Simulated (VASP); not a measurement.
Wanted: the native input for a VASP 6.6.1 run.

| Quantity | Value |
| --- | --- |
| Task | relaxation of cell and atoms |
| Functional | PBE |
| Potentials or basis | VASP PAW PBE potentials, release 64 (Al, B, P) |
| Cutoff | 600 eV |
| k mesh | 12 × 12 × 4 |
| Occupations | gaussian, width 0.1 eV |
| Spin | no spin polarisation |
| Dipole correction | no |
| Further INCAR settings | ALGO = Normal; EDIFF = 1e-06; IBRION = 2; EDIFFG = -0.01; NSW = 100; ISIF = 3 |

The structure of Al2BP3 lies in POSCAR:

```
Al2BP3
1.0
    3.0131248833      0.0000000000      0.0000000000
    0.0000000000      3.0131248833      0.0000000000
    0.0000000000      0.0000000000      8.7828453742
Al B P
2 1 3
Direct
    0.0000000000      0.0000000000      0.3176250105
    0.0000000000      0.0000000000      0.6823749895
    0.0000000000      0.0000000000      0.0000000000
    0.5000000000      0.5000000000      0.1282382924
    0.5000000000      0.5000000000      0.5000000000
    0.5000000000      0.5000000000      0.8717617076
```

One way to write it, as run:

INCAR

```
  ALGO = Normal
  EDIFF = 1E-6
  EDIFFG = -0.01
  ENCUT = 600
  GGA = PE
  IBRION = 2
  ISIF = 3
  ISMEAR = 0
  LASPH = True
  LCHARG = False
  LREAL = False
  LWAVE = False
  NELM = 80
  NSW = 100
  PREC = Accurate
  SIGMA = 0.1
```

KPOINTS

```
k-points
0
Gamma
  12 12 4
```

Potentials or basis: VASP PAW PBE potentials, release 64 (Al, B, P).

Run with:

```console
$ cat potpaw_PBE.64/Al/POTCAR potpaw_PBE.64/B/POTCAR potpaw_PBE.64/P/POTCAR > POTCAR
$ mpirun -np 1 vasp_std > vasp.out
```

Results of the run:

```
Relaxed volume                         : 13.33 Å³/atom
Relaxed cell                           : a = 2.969 Å, b = 2.969 Å, c = 9.071 Å, α = 90.00°, β = 90.00°, γ = 90.00°
Space group after relaxing (to 0.05 Å) : P4/mmm (No. 123)
Energy gained by relaxing              : 4.1 meV/atom
Ionic steps                            : 25
Pressure after relaxing                : 0.0 GPa
Largest force after relaxing           : 0.009 eV/Å
```

It took 7.5 min on 1 thread of Intel(R) Xeon(R) Platinum 8559C (Emerald Rapids), with other jobs on the host, peak memory 0.29 GiB.
